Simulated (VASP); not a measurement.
# In2H5 (I4/mmm) in VASP: single point with PBE

Aim: the single point of In2H5 with PBE.

Program: VASP 6.6.1. These are calculated values, not measurements. Logs are shortened: lines on timing, memory, paths and dates and some standing lists are left out, and cuts for length are marked.

## 1. The cell of the first run

It takes space group I4/mmm (No. 139, tetragonal). Conventional cell: a = 5.456 Å, b = 5.456 Å, c = 8.955 Å, α = 90.00°, β = 90.00°, γ = 90.00°. Within 2.5 Å of In (site symmetry 4mm) lie 5 H at 1.92 to 1.96 Å. H (site symmetry 2/m) has 2 In at 1.96 Å within 2.6 Å. Within 2.5 Å of H (site symmetry 4/mmm) lie 2 In at 1.92 Å.

The cell was built from a structure type or drawn by symmetry, and may not be a known phase.

## 2. Single point, PBE

INCAR

```
SYSTEM = In2H5
PREC = Accurate
ENCUT = 520
EDIFF = 1E-6
ISMEAR = 0
SIGMA = 0.1
LREAL = .FALSE.
LASPH = .TRUE.
NELM = 100
ALGO = Fast
ISIF = 2
LWAVE = .FALSE.
LCHARG = .TRUE.
GGA = PE
LELF = .TRUE.
LVHAR = .TRUE.
NBANDS = 24
```

KPOINTS

```
Automatic mesh
0
G
  10 10 10
  0 0 0
```

POSCAR

```
In2H5
1.0
   -2.7280781467      2.7280781467      4.4773103112
    2.7280781467     -2.7280781467      4.4773103112
    2.7280781467      2.7280781467     -4.4773103112
In H
2 5
Direct
    0.2855864560      0.2855864560      0.0000000000
    0.7144135440      0.7144135440      0.0000000000
    0.0000000000      0.0000000000      0.5000000000
    0.5000000000      0.0000000000      0.0000000000
    0.0000000000      0.5000000000      0.0000000000
    0.5000000000      0.5000000000      0.5000000000
    0.5000000000      0.5000000000      0.0000000000
```

Potentials or basis: VASP PAW PBE potentials, release 64 (In_d, H).

Run with:

```sh
$ cat potpaw_PBE.64/In_d/POTCAR potpaw_PBE.64/H/POTCAR > POTCAR
$ mpirun -np 1 vasp_std > vasp.out
```

OUTCAR:

```text
SYSTEM = In2H5
   PREC = Accurate
   ENCUT = 520
   EDIFF = 1E-6
   ISMEAR = 0
   LREAL = .FALSE.
   LASPH = .TRUE.
   NELM = 100
   ISIF = 2
   GGA = PE

 ion  position               nearest neighbor table
   1  0.286  0.286  0.000-   7 1.92   5 1.96   6 1.96   4 1.96   3 1.96   2 3.84   2 3.91   2 3.91
                             2 3.91   2 3.91
   2  0.714  0.714  0.000-   7 1.92   4 1.96   5 1.96   3 1.96   6 1.96   1 3.84   1 3.91   1 3.91
                             1 3.91   1 3.91
   3  0.000  0.000  0.500-   1 1.96   2 1.96
   4  0.500  0.000  0.000-   1 1.96   2 1.96
   5  0.000  0.500  0.000-   1 1.96   2 1.96
   6  0.500  0.500  0.500-   2 1.96   1 1.96
   7  0.500  0.500  0.000-   1 1.92   2 1.92

  LATTYP: Found a body centered tetragonal cell.
 ALAT       =     5.4561562934
 C/A-ratio  =     1.6411957688

  Lattice vectors:

 A1 = (  -2.7280781467,   2.7280781467,   4.4773103112)
 A2 = (   2.7280781467,  -2.7280781467,   4.4773103112)
 A3 = (   2.7280781467,   2.7280781467,  -4.4773103112)

Analysis of symmetry for initial positions (statically):
=====================================================================
 Subroutine PRICEL returns:
 Original cell was already a primitive cell.

 Routine SETGRP: Setting up the symmetry group for a
 body centered tetragonal supercell.

 Subroutine GETGRP returns: Found 16 space group operations
 (whereof 16 operations were pure point group operations)
 out of a pool of 16 trial point group operations.

The static configuration has the point symmetry D_4h.

Analysis of symmetry for dynamics (positions and initial velocities):
=====================================================================
 Subroutine PRICEL returns:
 Original cell was already a primitive cell.

 Routine SETGRP: Setting up the symmetry group for a
 body centered tetragonal supercell.

 Subroutine GETGRP returns: Found 16 space group operations
 (whereof 16 operations were pure point group operations)
 out of a pool of 16 trial point group operations.

The dynamic configuration has the point symmetry D_4h.

 Subroutine INISYM returns: Found 16 space group operations
 (whereof 16 operations are pure point group operations),
 and found     1 'primitive' translations

----------------------------------------------------------------------------------------

                                     Primitive cell

  volume of cell :     133.2879

  direct lattice vectors                    reciprocal lattice vectors
    -2.728078147  2.728078147  4.477310311     0.000000000  0.183279207  0.111674189
     2.728078147 -2.728078147  4.477310311     0.183279207  0.000000000  0.111674189
     2.728078147  2.728078147 -4.477310311     0.183279207  0.183279207  0.000000000

  length of vectors
     5.910256202  5.910256202  5.910256202     0.214621510  0.214621510  0.259195941

  position of ions in fractional coordinates (direct lattice)
     0.285586456  0.285586456  0.000000000
     0.714413544  0.714413544  0.000000000
     0.000000000  0.000000000  0.500000000
     0.500000000  0.000000000  0.000000000
     0.000000000  0.500000000  0.000000000
     0.500000000  0.500000000  0.500000000
     0.500000000  0.500000000  0.000000000

  ion indices of the primitive-cell ions
   primitive index   ion index
                 1           1
                 2           2
                 3           3
                 4           4
                 5           5
                 6           6
                 7           7

----------------------------------------------------------------------------------------

 KPOINTS: Automatic mesh

Automatic generation of k-mesh.
 Grid dimensions read from file:
 generate k-points for:   10   10   10

 Generating k-lattice:

  Cartesian coordinates                     Fractional coordinates (reciprocal lattice)
     0.000000000  0.018327921  0.011167419     0.100000000 -0.000000000  0.000000000
     0.018327921  0.000000000  0.011167419    -0.000000000  0.100000000  0.000000000
     0.018327921  0.018327921  0.000000000     0.000000000  0.000000000  0.100000000

  Length of vectors
     0.021462151  0.021462151  0.025919594

  Shift w.r.t. Gamma in fractional coordinates (k-lattice)
     0.000000000  0.000000000  0.000000000

 Subroutine IBZKPT returns following result:
 ===========================================

 Found    102 irreducible k-points:

 Following reciprocal coordinates:
            Coordinates               Weight
  0.000000  0.000000  0.000000      1.000000
  0.100000 -0.000000  0.000000      8.000000
  0.200000 -0.000000  0.000000      8.000000
  0.300000  0.000000 -0.000000      8.000000
  0.400000 -0.000000  0.000000      8.000000
  0.500000  0.000000  0.000000      4.000000
[... 16 lines left out ...]
  0.300000  0.300000 -0.000000      8.000000
  0.400000  0.300000 -0.000000     16.000000
 [... further k-points ...]
   k-points           NKPTS =    102   k-points in BZ     NKDIM =    102   number of bands    NBANDS=     24
   number of dos      NEDOS =    301   number of ions     NIONS =      7
   total plane-waves  NPLWV = 110592
   dimension x,y,z NGX =    48 NGY =   48 NGZ =   48
   dimension x,y,z NGXF=    96 NGYF=   96 NGZF=   96
   ions per type =               2   5
   NGX,Y,Z   is equivalent  to a cutoff of  13.50, 13.50, 13.50 a.u.
   NGXF,Y,Z  is equivalent  to a cutoff of  27.00, 27.00, 27.00 a.u.
 SYSTEM =  In2H5
   PREC   = accura    normal or accurate (medium, high low for compatibility)
   ISTART =      0    job   : 0-new  1-cont  2-samecut
   ICHARG =      2    charge: 1-file 2-atom 10-const
   ISPIN  =      1    spin polarized calculation?
   LNONCOLLINEAR =      F non collinear calculations
   LSORBIT =      F    spin-orbit coupling
   LASPH  =      T    aspherical Exc in radial PAW
   ENCUT  =  520.0 eV  38.22 Ry    6.18 a.u.  10.99 10.99 10.99*2*pi/ulx,y,z
   NELM   =    100;   NELMIN=  2; NELMDL= -5     # of ELM steps
   EDIFF  = 0.1E-05   stopping-criterion for ELM
   LREAL  =      F    real-space projection
   EDIFFG = 0.1E-04   stopping-criterion for IOM
   NSW    =      0    number of steps for IOM
   IBRION =     -1    ionic relax: 0-MD 1-quasi-New 2-CG
   NFREE  =      0    steps in history (QN), initial steepest desc. (CG)
   ISIF   =      2    stress and relaxation
   ISYM   =      2    0-nonsym 1-usesym 2-fastsym
   POTIM  = 0.5000    time-step for ionic-motion
   TEBEG  =    0.0;   TEEND  =   0.0 temperature during run
   PSTRESS=    0.0 pullay stress
   NELECT =      31.0000    total number of electrons
   NUPDOWN=      -1.0000    fix difference up-down
   EMIN   =  10.00;   EMAX   =-10.00  energy-range for DOS
   EFERMI =   0.00;   METHOD = LEGACY
   ISMEAR =     0;   SIGMA  =   0.10  broadening in eV -4-tet -1-fermi 0-gaus
   EFERMI_NEDOS =   21; number of points for ismear=-14 and -15
   IALGO  =     68    algorithm
   IMIX   =      4    mixing-type and parameters
     AMIX     =   0.40;   BMIX     =  1.00
     AMIX_MAG =   1.60;   BMIX_MAG =  1.00
  volume/ion in A,a.u.               =      19.04       128.50
  Fermi-wavevector in a.u.,A,eV,Ry     =   1.006774  1.902526 13.790770  1.013593
  Thomas-Fermi vector in A             =   2.139537
   LORBIT       =      0    0 simple, 1 ext, 2 COOP (PROOUT), +10 PAW based schemes
   GGA     = PE    functional components
   LHFCALC =     F    Hartree Fock is set to
   AEXX    =    0.0000 exact exchange contribution
   IVDW    =     0    specifies the selected vdW correction
   LEPSILON=     F    determine dielectric tensor
   LRPA    =     F    only Hartree local field effects (RPA)
 non-spin polarized calculation
 RMM-DIIS sequential band-by-band and
 Gauss-broadening in eV      SIGMA  =   0.10
  energy-cutoff  :      520.00
  volume of cell :      133.29
 maximum number of plane-waves:      3620
 NGX is ok and might be reduce to    48
   NGX = 21   NGY = 21   NGZ = 21

 number of electron      30.9999992 magnetization

 Free energy of the ion-electron system (eV)
  ---------------------------------------------------
  ext. energy  EPLUGINS =         0.00000000
  ---------------------------------------------------
  free energy    TOTEN  =       -19.82093422 eV

  energy without entropy =      -19.81730764  energy(sigma->0) =      -19.81912093

 E-fermi :   1.3338     XC(G=0):  -6.7189

 val. band max:        1.3248123392   @ k =  -0.2000   0.4000   0.2000
 cond. band min:       1.3581216862   @ k =  -0.3000   0.3000   0.3000
 fundamental gap:      0.0333093471
 Fermi energy:         1.3338334530

 k-point     1 :       0.0000    0.0000    0.0000
  band No.  band energies     occupation
      1     -13.6171      2.00000
      2     -13.5977      2.00000
      3     -13.3767      2.00000
      4     -13.3542      2.00000
      5     -13.3542      2.00000
      6     -13.3304      2.00000
[... 16 lines left out ...]
     23       6.9336      0.00000
     24       7.5257      0.00000

 k-point     2 :       0.1000   -0.0000    0.0000
  band No.  band energies     occupation
      1     -13.6136      2.00000
      2     -13.5913      2.00000
      3     -13.3821      2.00000
      4     -13.3536      2.00000
      5     -13.3533      2.00000
      6     -13.3346      2.00000
[... 16 lines left out ...]
     23       7.0441      0.00000
     24       8.0288      0.00000

 k-point     3 :       0.2000   -0.0000    0.0000
  band No.  band energies     occupation
      1     -13.6037      2.00000
      2     -13.5725      2.00000
      3     -13.3963      2.00000
      4     -13.3537      2.00000
      5     -13.3515      2.00000
      6     -13.3459      2.00000
[... 16 lines left out ...]
     23       7.3790      0.00000
     24       8.7443      0.00000

 k-point     4 :       0.3000    0.0000   -0.0000
  band No.  band energies     occupation
      1     -13.5897      2.00000
      2     -13.5429      2.00000
      3     -13.4145      2.00000
      4     -13.3794      2.00000
      5     -13.3480      2.00000
      6     -13.3437      2.00000
[... 16 lines left out ...]
     23       7.9346      0.00000
     24       8.8370      0.00000

 k-point     5 :       0.4000   -0.0000    0.0000
  band No.  band energies     occupation
      1     -13.5762      2.00000
      2     -13.5048      2.00000
      3     -13.4309      2.00000
      4     -13.4180      2.00000
      5     -13.3442      2.00000
      6     -13.3382      2.00000
[... 16 lines left out ...]
     23       8.6114      0.00000
     24       8.6880      0.00000

 k-point     6 :       0.5000    0.0000    0.0000
  band No.  band energies     occupation
      1     -13.5702      2.00000
      2     -13.4620      2.00000
      3     -13.4614      2.00000
      4     -13.4379      2.00000
      5     -13.3422      2.00000
      6     -13.3350      2.00000
[... 16 lines left out ...]
     23       8.4981      0.00000
     24       8.7173      0.00000
[... 379 lines left out ...]
 k-point    21 :      -0.3000    0.2000    0.0000
  band No.  band energies     occupation
      1     -13.6074      2.00000
      2     -13.5127      2.00000
      3     -13.4422      2.00000
      4     -13.3555      2.00000
      5     -13.3526      2.00000
      6     -13.3429      2.00000
[... 16 lines left out ...]
     23       7.6529      0.00000
     24       9.3786      0.00000

 k-point    22 :      -0.2000    0.2000    0.0000
  band No.  band energies     occupation
      1     -13.6119      2.00000
      2     -13.5415      2.00000
      3     -13.4177      2.00000
      4     -13.3551      2.00000
      5     -13.3461      2.00000
      6     -13.3424      2.00000
[... 16 lines left out ...]
     23       7.3442      0.00000
     24       9.8499      0.00000

 k-point    23 :       0.3000    0.3000   -0.0000
  band No.  band energies     occupation
      1     -13.5888      2.00000
      2     -13.5188      2.00000
      3     -13.4383      2.00000
      4     -13.3720      2.00000
      5     -13.3500      2.00000
      6     -13.3387      2.00000
[... 16 lines left out ...]
     23       7.8130      0.00000
     24       9.1289      0.00000

 k-point    24 :       0.4000    0.3000   -0.0000
  band No.  band energies     occupation
      1     -13.5901      2.00000
      2     -13.5223      2.00000
      3     -13.4218      2.00000
      4     -13.3826      2.00000
      5     -13.3484      2.00000
      6     -13.3440      2.00000
[... 16 lines left out ...]
     23       8.3013      0.00000
     24       8.7936      0.00000

 [... further k-points ...]

------------------------ aborting loop because EDIFF is reached ----------------------------------------

  FORCE on cell =-STRESS in cart. coord.  units (eV):
  Direction    XX          YY          ZZ          XY          YZ          ZX
  --------------------------------------------------------------------------------------
  -------------------------------------------------------------------------------------
  Total       -0.0483064     -0.0483064     -0.1120042      0.0000000      0.0000000      0.0000000
  in kB       -0.5806631     -0.5806631     -1.3463376      0.0000000      0.0000000      0.0000000
  external PRESSURE =      -0.8358880 kB  Pullay stress =       0.0000000 kB

 VOLUME and BASIS-vectors are now :
 -----------------------------------------------------------------------------
  energy-cutoff  :      520.00
  volume of cell :      133.29
      direct lattice vectors                 reciprocal lattice vectors
    -2.728078147  2.728078147  4.477310311     0.000000000  0.183279207  0.111674189
     2.728078147 -2.728078147  4.477310311     0.183279207  0.000000000  0.111674189
     2.728078147  2.728078147 -4.477310311     0.183279207  0.183279207  0.000000000

 POSITION                                       TOTAL-FORCE (eV/Angst)
 -----------------------------------------------------------------------------------
      0.00000      0.00000      2.55732         0.000000      0.000000     -0.009978
      0.00000      0.00000      6.39730        -0.000000     -0.000000      0.009978
      1.36404      1.36404     -2.23866         0.000000      0.000000      0.000000
     -1.36404      1.36404      2.23866         0.000000      0.000000      0.000000
      1.36404     -1.36404      2.23866         0.000000      0.000000      0.000000
      1.36404      1.36404      2.23866         0.000000      0.000000      0.000000
      0.00000      0.00000      4.47731         0.000000      0.000000      0.000000
 -----------------------------------------------------------------------------------
    total drift:                               -0.000000     -0.000000      0.000000

  FREE ENERGIE OF THE ION-ELECTRON SYSTEM (eV)
  ---------------------------------------------------
  free  energy   TOTEN  =       -19.8209342197 eV

  energy  without entropy=      -19.8173076425  energy(sigma->0) =      -19.81912093
```

It took 7.9 min on 1 thread of Intel Xeon Platinum 8488C (Sapphire Rapids), shared host; peak memory 0.5 GiB.

Results:

* Free energy: -19.8209 eV
* Pressure: -0.1 GPa
* Largest force: 0.010 eV/Å
* Band gap on the k mesh: zero (an odd number of electrons rules out a gap without spin polarisation)

Forces on the atoms (eV/Å):
```
In   0.000  0.000 -0.010
In   0.000  0.000  0.010
H    0.000  0.000  0.000
H    0.000  0.000  0.000
H    0.000  0.000  0.000
H    0.000  0.000  0.000
H    0.000  0.000  0.000
```

Caveat: spin-orbit coupling is left out, which moves the levels of the heavy elements.
